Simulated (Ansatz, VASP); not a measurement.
Two plane-wave programs on Sr

File INCAR:

```
PREC     = Accurate       # precision mode
ENCUT    = 520            # plane-wave cutoff, eV
EDIFF    = 1E-7           # SCF threshold, eV
ISMEAR   = 0              # smearing method
SIGMA    = 0.15           # smearing width, eV
LREAL    = F              # projectors in reciprocal space
LASPH    = T              # aspherical terms in the spheres
NELM     = 100            # most SCF steps
ALGO     = Fast           # electronic algorithm
ISIF     = 2              # what is computed and relaxed
LWAVE    = F              # write WAVECAR
LCHARG   = T              # write CHGCAR
GGA      = PS             # functional
LELF     = T              # ELF
LVHAR    = T            
NBANDS   = 17             # bands
```

KPOINTS

```
regular mesh
0
Gamma
  12 12 8
```

File POSCAR:

```
Sr
1.0
    4.3100002207      0.0000000000      0.0754250039
   -2.1550001104      3.7325696814     -0.0377125019
    0.1233750000      0.0000000000      7.0500000000
Sr
2
Direct
    0.3333333333      0.6666666667      0.2500000000
    0.6666666667      0.3333333333      0.7500000000
```

Input for Ansatz:

```yaml
crystal:
  lattice:
    - [4.3100002207, 0.0, 0.0754250039]
    - [-2.1550001104, 3.7325696814, -0.0377125019]
    - [0.123375, 0.0, 7.05]
  atoms:
    - { symbol: Sr, position: [0.3333333333, 0.6666666667, 0.25] }
    - { symbol: Sr, position: [0.6666666667, 0.3333333333, 0.75] }
basis:
  ecutwfc: 420
kpoints:
  mp_grid: { grid: [12, 12, 8] }
hamiltonian:
  xc: pbesol
scf:
  occupations: { method: gaussian, width: 0.15 }
output:
  forces: true
  stress: true
  eigenvalues: true
```

Change from the starting cell: strain +0.0350 x Voigt [0, 0, 0, 0, 1, 0], atoms carried along.

Alike in both runs: task single point; functional PBEsol; k mesh 12 × 12 × 8; occupations gaussian, width 0.15 eV; no spin polarisation.

|  | VASP | Ansatz |
| --- | --- | --- |
| version | VASP 6.6.1 | Ansatz 0.2.0 |
| potentials or method | VASP PAW PBE potentials, release 64 (Sr_sv), cutoff 520 eV | scalar-relativistic, plane waves, PAW |
| valence electrons in the cell | 20 | 20 |

```tsv
	VASP	Ansatz	Ansatz less VASP
gap on the k mesh at the Fermi level (eV)	none	none	-
pressure (GPa)	-0.8	-0.9	-0.01
traceless stress, the component that is largest in VASP (GPa)	-0.20	-0.20	0.000
```

VASP's potentials were made for PBE, not for PBEsol. A gap of «none» marks a metal or a gap that the smearing closes. With one functional, cell and mesh, what is left measures potentials, basis and numerics.
